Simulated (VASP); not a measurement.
Input of a VASP 6.6.1 run:

The input INCAR:

```
PREC     = Accurate       # precision mode
ENCUT    = 600            # plane-wave cutoff, eV
EDIFF    = 1E-7           # SCF threshold, eV
ISMEAR   = 0              # smearing method
SIGMA    = 0.1            # smearing width, eV
LREAL    = F              # projectors in reciprocal space
LASPH    = T              # aspherical terms in the spheres
NELM     = 120            # most SCF steps
ALGO     = Normal         # electronic algorithm
ISIF     = 4              # what is computed and relaxed
LWAVE    = F              # write WAVECAR
LCHARG   = F              # write CHGCAR
GGA      = PS             # functional
IBRION   = 2              # ionic algorithm
NSW      = 50             # ionic steps
EDIFFG   = -0.01          # ionic threshold
GGA_COMPAT= F            
NELMIN   = 4            
KPAR     = 4
```

The input KPOINTS:

```
regular mesh
0
Gamma
  14 14 8
```

File POSCAR:

```
CuO
1.0
    2.9624148586     -0.0176875723     -0.0043994492
    0.0225118015      2.9623750375     -0.0043817691
    0.0099138966      0.0097974777      5.1514497893
Cu O
2 2
Direct
    0.5000000000      0.0000000000      0.5000000000
    0.0000000000      0.5000000000      0.0000000000
    0.0001664740      0.9998298637      0.2499999127
    0.9998335260      0.0001701363      0.7500000873
```

Potentials or basis: VASP PAW PBE potentials, release 64 (Cu, O).

Launch:

```console
$ cat potpaw_PBE.64/Cu/POTCAR potpaw_PBE.64/O/POTCAR > POTCAR
$ mpirun -np 4 vasp_std > vasp.out
```

**Question.** What does it give for the band gap on the k mesh?

**Answer.** Zero (bands 17 and 18 overlap by 1.23 eV).

Final structure:
```
CELL_PARAMETERS angstrom
2.97099 -0.01808 -0.00452
0.02223 2.97096 -0.00450
0.00969 0.00958 5.12173
ATOMIC_POSITIONS crystal
Cu 0.50000 0.00000 0.50000
Cu 0.00000 0.50000 0.00000
O 0.00015 0.99984 0.25000
O 0.99985 0.00016 0.75000
```

Caveat: semilocal functionals often make such compounds metallic where correlation or magnetic order opens a gap, which also shifts bond lengths. With open d or f shells a metallic result of PBEsol can be an artefact of self-interaction; +U or a hybrid may open a gap.
